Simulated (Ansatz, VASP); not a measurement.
# One calculation of Be2C, two programs

```
Be C
1.0
     0.00000    2.16500    2.16500
     2.16500    0.00000    2.16500
     2.16500    2.16500    0.00000
Be C
2 1
Direct
  0.25000 0.25000 0.25000
  0.75000 0.75000 0.75000
  0.00000 0.00000 0.00000
```

Alike in both runs: task single point; functional PBE; k mesh 14 × 14 × 14; occupations fermi-dirac, width 0.08 eV; no spin polarisation.

|  | VASP | Ansatz |
| --- | --- | --- |
| version | VASP 6.6.1 | Ansatz 0.2.0 |
| potentials or method | VASP PAW PBE potentials, release 64 (Be, C), cutoff 600 eV | all-electron LAPW, scalar-relativistic |

```csv
,VASP,Ansatz,Ansatz less VASP
pressure (GPa),0.0,-0.3,-0.36
```

Ansatz ran all-electron here, and VASP with PAW potentials.
